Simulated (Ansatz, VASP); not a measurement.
# N in VASP and in Ansatz

File INCAR:

```
  PREC = Accurate
  ENCUT = 600
  EDIFF = 1E-6
  ISMEAR = 0
  SIGMA = 0.1
  LREAL = F
  LASPH = T
  NELM = 120
  ALGO = Normal
  ISIF = 2
  LWAVE = F
  LCHARG = F
  GGA = PE
  NBANDS = 8
  GGA_COMPAT = F
```

KPOINTS

```
Automatic mesh
0
Gamma
  22 22 22
```

The input POSCAR:

```
N
1.0
    0.0000000000      1.5580349694      1.5580349694
    1.5580349694      0.0000000000      1.5580349694
    1.5580349694      1.5580349694      0.0000000000
N
1
Direct
    0.0000000000      0.0000000000      0.0000000000
```

Input for Ansatz:

```yaml
crystal:
  lattice:
    - [0.0, 1.5580349694, 1.5580349694]
    - [1.5580349694, 0.0, 1.5580349694]
    - [1.5580349694, 1.5580349694, 0.0]
  atoms:
    - { symbol: "N", position: [0.0, 0.0, 0.0] }
basis:
  ecutwfc: 420
kpoints:
  mp_grid: { grid: [22, 22, 22] }
hamiltonian:
  xc: pbe
scf:
  occupations: { method: gaussian, width: 0.1 }
output:
  forces: true
  stress: true
  eigenvalues: true
  populations: true
```

Alike in both runs: task single point; functional PBE; k mesh 22 × 22 × 22; occupations gaussian, width 0.1 eV; no spin polarisation.

|  | VASP | Ansatz |
| --- | --- | --- |
| version | VASP 6.6.1 | Ansatz 0.2.0 |
| potentials or method | VASP PAW PBE potentials, release 64 (N), cutoff 600 eV | scalar-relativistic, plane waves, PAW |
| valence electrons in the cell | 5 | 5 |

Ansatz gave:

```
gap on the k mesh at the Fermi level (eV) : none
pressure (GPa)                            : 0.7
```

Problem. Estimate VASP's values.

Solution. gap on the k mesh at the Fermi level (eV): none; pressure (GPa): 0.3.

A gap of «none» marks a metal or a gap that the smearing closes. The functional is the same, so the differences come from potentials, cutoffs and numerics.
